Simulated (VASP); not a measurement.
AlN: single point with PBEsol

AlN:

```
Al N
1.0
     3.38070    0.00000    0.00000
    -1.69035    2.92777    0.00000
     0.00000    0.00000    3.97440
Al N
2 2
Cartesian
  0.0000 1.9518 2.9808
  1.6904 0.9759 0.9936
  0.0000 1.9518 0.9936
  1.6904 0.9759 2.9808
```

```yaml
Program: VASP 6.6.1
Task: single point
Functional: PBEsol
Potentials_or_basis: VASP PAW PBE potentials, release 64 (Al, N)
Cutoff: 520 eV
k_mesh: 9 × 9 × 6
Occupations: gaussian, width 0.05 eV
Spin: no spin polarisation
Dipole_correction: no
Further_INCAR_settings: ALGO = Normal; EDIFF = 1e-06; NBANDS = 16
```

```
Pressure               : -1.3 GPa
Band gap on the k mesh : 3.47 eV, direct
```

Stress tensor (GPa, compression positive):
```
-6.05  0.00  0.00
 0.00 -6.05  0.00
 0.00  0.00  8.19
```

Levels at points of the mesh, in eV from the valence-band top:
```tsv
k point	band 5	band 6	band 7	band 8	band 9	band 10	band 11	band 12
(0.00, 0.00, 0.00)	-3.23	-1.17	-1.17	0.00	3.47	4.54	8.17	8.17
(0.00, 0.00, 0.50)	-2.24	-2.24	-2.24	-2.24	5.90	5.90	8.21	8.21
```

Wall time 12 s on 1 thread of Intel(R) Xeon(R) 6975P-C (Granite Rapids) (shared host), peak memory 0.16 GiB.

Caveat: the PAW data sets were made with another functional, which shifts forces and pressure a little. A hybrid or GW would open this gap; PBEsol tends to underestimate it.
